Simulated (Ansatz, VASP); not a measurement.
# SiPdRu5 in VASP and in Ansatz

```
Si Ru Pd
1.0
     3.94471    0.00000    0.00000
     0.00000    3.94471    0.00000
     0.00000    0.00000    6.49854
Si Ru Pd
1 5 1
Cartesian
  0.0000 0.0000 3.2493
  0.0000 0.0000 0.0000
  1.9724 0.0000 4.6416
  0.0000 1.9724 4.6416
  1.9724 0.0000 1.8569
  0.0000 1.9724 1.8569
  1.9724 1.9724 0.0000
```

Change from the starting cell: species swapped into the HgAsPd5 type (P4/mmm, No. 123).

Alike in both runs: functional PBE; k mesh 8 × 8 × 6; occupations gaussian, width 0.1 eV; no spin polarisation.

Ansatz relaxed the structure, and its values are those at the end. VASP's run is a single point on that final structure, the one shown.

|  | VASP | Ansatz |
| --- | --- | --- |
| version | VASP 6.6.1 | Ansatz 0.2.0 |
| potentials or method | VASP PAW PBE potentials, release 64 (Si, Ru_pv, Pd), cutoff 520 eV | scalar-relativistic, plane waves, PAW |
| valence electrons in the cell | 84 | 102 |

Ansatz gave:

```
gap on the k mesh at the Fermi level (eV) : none
pressure (GPa)                            : 0.0
rms of the force components (eV/Å)        : 0.001
```

**Question.** Which values does VASP return?

**Answer.** gap on the k mesh at the Fermi level (eV): none; pressure (GPa): -0.1; rms of the force components (eV/Å): 0.007.

A gap of «none» marks a metal or a gap that the smearing closes. VASP's potentials hold 84 valence electrons a cell and Ansatz's 102, so a difference there can come from the potentials and not from the codes.
